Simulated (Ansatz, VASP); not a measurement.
# AgCl: VASP beside Ansatz

Contents of INCAR:

```
SYSTEM = AgCl
PREC = Accurate ; ENCUT = 520
EDIFF = 1E-8 ; ISMEAR = -1
SIGMA = 0.02 ; LREAL = .False.
LASPH = .True. ; NELM = 60
ALGO = Normal ; ISIF = 2
LWAVE = .False. ; LCHARG = .False.
LEFG = .True. ; NBANDS = 16
```

File KPOINTS:

```
regular mesh
0
Gamma
  8 8 8
  0 0 0
```

Contents of POSCAR:

```
AgCl
1.0
    0.0000000000      2.7731500000      2.7454185000
    2.7731500000      0.0000000000      2.7454185000
    2.7731500000      2.7731500000      0.0000000000
Ag Cl
1 1
Direct
    0.5000000000      0.5000000000      0.5000000000
    0.0000000000      0.0000000000      0.0000000000
```

Input for Ansatz:

```yaml
crystal:
  lattice:
    - [0.0, 2.77315, 2.7454185]
    - [2.77315, 0.0, 2.7454185]
    - [2.77315, 2.77315, 0.0]
  atoms:
    - { symbol: Ag, position: [0.5, 0.5, 0.5] }
    - { symbol: Cl, position: [0.0, 0.0, 0.0] }
kpoints:
  mp_grid: { grid: [8, 8, 8] }
scf:
  occupations: { method: fermi_dirac, width: 0.02 }
hamiltonian:
  xc: lda
  pseudopotentials: { kind: paw }
output:
  forces: true
  stress: true
  eigenvalues: true
  efg: { contact_densities: true }
```

Change from the starting cell: zz strain of -1 %, PAW files.

Alike in both runs: task electric field gradients; functional LDA; k mesh 8 × 8 × 8; occupations fermi-dirac, width 0.02 eV; no spin polarisation.

```csv
,VASP,Ansatz
version,VASP 6.6.1,Ansatz 0.2.0
potentials or method,"VASP PAW LDA potentials, release 64 (Ag, Cl)","PAW with Ansatz's default frozen-core files, scalar-relativistic"
plane-wave cutoff (eV),520,420
valence electrons in the cell,18,26
```

|  | VASP | Ansatz | Ansatz less VASP |
| --- | --- | --- | --- |
| pressure (GPa) | -5.2 | -5.2 | +0.01 |
| traceless stress, the component that is largest in VASP (GPa) | 0.06 | 0.05 | -0.003 |
| size of Vzz on the site where it differs most (V/Å²) | 6.1 | 4.6 | -1.45 |

LDA's correlation is that of Perdew and Zunger in VASP and of Perdew and Wang (1992) in Ansatz. VASP's potentials hold 18 valence electrons a cell and Ansatz's 26, so a difference there can come from the potentials and not from the codes.
